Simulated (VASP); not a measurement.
Here is a VASP 6.6.1 calculation.

Contents of INCAR:

```
SYSTEM = Si3N4
PREC = Accurate
ENCUT = 520
EDIFF = 1E-6
ISMEAR = 0
SIGMA = 0.02
LREAL = .False.
LASPH = .True.
NELM = 100
ALGO = Normal
ISIF = 2
LWAVE = .False.
LCHARG = .False.
GGA = PE
NBANDS = 25
```

File KPOINTS:

```
regular mesh
0
Gamma
  6 6 10
  0 0 0
```

Contents of POSCAR:

```
Si3N4
1.0
    2.8575589312     -3.6797481133      0.0000000000
    2.8575589312      3.6797481133      0.0000000000
    0.0000000000      0.0000000000      2.7931541279
Si N
3 4
Direct
    0.5000000000      0.0000000000      0.5000000000
    0.0000000000      0.5000000000      0.5000000000
    0.0000000000      0.0000000000      0.0000000000
    0.7809239490      0.7809239490      0.5000000000
    0.2190760510      0.2190760510      0.5000000000
    0.2446151566      0.7553848434      0.0000000000
    0.7553848434      0.2446151566      0.0000000000
```

Potentials or basis: VASP PAW PBE potentials, release 64 (Si, N).

Run with:

```bash
$ cat potpaw_PBE.64/Si/POTCAR potpaw_PBE.64/N/POTCAR > POTCAR
$ mpirun -np 1 vasp_std > vasp.out
```

Task: What does it give for the pressure?

Result: 0.0 GPa.

Task: Predict the band gap on the k mesh.

Result: 0.81 eV (least direct gap 1.60 eV).

Forces on the atoms (eV/Å):
```
Si   0.000  0.000  0.000
Si   0.000  0.000  0.000
Si   0.000  0.000  0.000
N    0.009  0.000  0.000
N   -0.009  0.000  0.000
N    0.000  0.012  0.000
N    0.000 -0.012  0.000
```

A k mesh can miss the band edges.
